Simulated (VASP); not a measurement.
BaTiO3, 5 atoms in the cell. Symmetry: R3m, No. 160, trigonal system. The conventional cell has a = 5.726 Å, b = 5.726 Å, c = 7.069 Å, α = 90.00°, β = 90.00°, γ = 120.00°. Ba (site symmetry 3m) has 12 O at 2.71 to 3.06 Å and 8 Ti at 3.51 to 3.54 Å within 3.6 Å. Ti (site symmetry 3m) has 6 O at 1.87 to 2.21 Å within 2.5 Å. O (site symmetry m) has 2 Ti at 1.87 to 2.21 Å within 2.5 Å.  This cell differs from its parent crystal: all Ba atoms moved -0.100 Å, as atom 1 towards its neighbour atom 2 (Ti) at 3.434 Å.

| Item | Value |
| --- | --- |
| Program | VASP 6.6.1 |
| Task | single point |
| Functional | PBE |
| Potentials or basis | VASP PAW PBE potentials, release 64 (Ba_sv, Ti_sv, O_h) |
| Cutoff | 1340 eV |
| k mesh | 6 × 6 × 6 |
| Occupations | gaussian, width 0.05 eV |
| Spin | no spin polarisation |
| Dipole correction | no |
| Further INCAR settings | ALGO = Normal; EDIFF = 1e-06; NBANDS = 28 |

Potentials or basis: VASP PAW PBE potentials, release 64 (Ba_sv, Ti_sv, O_h).

Run with:

```console
$ cat potpaw_PBE.64/Ba_sv/POTCAR potpaw_PBE.64/Ti_sv/POTCAR potpaw_PBE.64/O_h/POTCAR > POTCAR
$ mpirun -np 1 vasp_std > vasp.out
```

Hardware: 1 thread of AMD EPYC 7R13 Processor (Zen 3), on a shared host.

Question: How long does it take, and how much memory?

Answer: It took 2.9 min on 1 thread of AMD EPYC 7R13 Processor (Zen 3), with other jobs on the host, peak memory 0.45 GiB. Counts: scf iterations 16, k points 32.
